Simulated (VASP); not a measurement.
A run of VASP 6.6.1 is set up as follows.

File INCAR:

```
PREC = Accurate
ENCUT = 500
EDIFF = 1E-6
ISMEAR = -1
SIGMA = 0.05
LREAL = F
LASPH = T
NELM = 120
ALGO = Normal
ISIF = 2
LWAVE = F
LCHARG = F
GGA = PS
NBANDS = 17
GGA_COMPAT = F
```

KPOINTS

```
regular mesh
0
Gamma
  3 3 4
```

POSCAR

```
PbS
1.0
    4.0896980000      0.0000000000      0.0000000000
   -2.0448490000      3.5417823618      0.0000000000
    0.0000000000      0.0000000000      3.7881670000
Pb S
1 1
Direct
    0.0000000000      0.0000000000      0.0000000000
    0.6666666667      0.3333333333      0.5000000000
```

Potentials or basis: VASP PAW PBE potentials, release 64 (Pb_d, S).

Launch:

```sh
$ cat potpaw_PBE.64/Pb_d/POTCAR potpaw_PBE.64/S/POTCAR > POTCAR
$ mpirun -np 1 vasp_std > vasp.out
```

**Question.** Predict the band gap on the k mesh.

**Answer.** Zero (band 10 reaches 5.11 eV, above the bottom of band 11 at 4.65 eV).

**Question.** Estimate the pressure.

**Answer.** -4.3 GPa.

Stress tensor (GPa, compression positive):
```
-4.46  0.00  0.00
 0.00 -4.46  0.00
 0.00  0.00 -4.07
```

Caveat: the k points lie up to 0.59 Å⁻¹ apart; the PAW data sets were made with another functional, which shifts forces and pressure a little; spin-orbit coupling is left out, which moves the levels of the heavy elements.
